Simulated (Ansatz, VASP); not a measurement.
## ZnS: VASP beside Ansatz

```
Zn S
1.0
     3.81100    0.00000    0.00000
    -1.90550    3.30042    0.00000
     0.00000    0.00000    6.10932
Zn S
2 2
Direct
  0.33333 0.66667 0.00000
  0.66667 0.33333 0.50000
  0.33333 0.66667 0.38500
  0.66667 0.33333 0.88500
```

Change from the starting cell: zz strain of -2 %, PAW files.

Alike in both runs: task electric field gradients; functional PBEsol; k mesh 8 × 8 × 5; occupations fermi-dirac, width 0.03 eV; no spin polarisation.

|  | VASP | Ansatz |
| --- | --- | --- |
| version | VASP 6.6.1 | Ansatz 0.2.0 |
| potentials or method | VASP PAW PBE potentials, release 64 (Zn, S) | PAW with Ansatz's default frozen-core files, scalar-relativistic |
| plane-wave cutoff (eV) | 520 | 420 |
| valence electrons in the cell | 36 | 36 |

|  | VASP | Ansatz | Ansatz less VASP |
| --- | --- | --- | --- |
| gap on the k mesh at the Fermi level (eV) | 2.18 | 2.17 | -0.006 |
| pressure (GPa) | 0.3 | 0.1 | -0.20 |
| traceless stress, the component that is largest in VASP (GPa) | 0.43 | 0.44 | +0.010 |
| rms of the force components (eV/Å) | 0.125 | 0.124 | -0.0005 |
| size of Vzz on the site where it differs most (V/Å²) | 10.6 | 9.8 | -0.77 |

VASP's potentials were made for PBE, not for PBEsol. Atom by atom the forces differ by 0.000 eV/Å (rms over components).
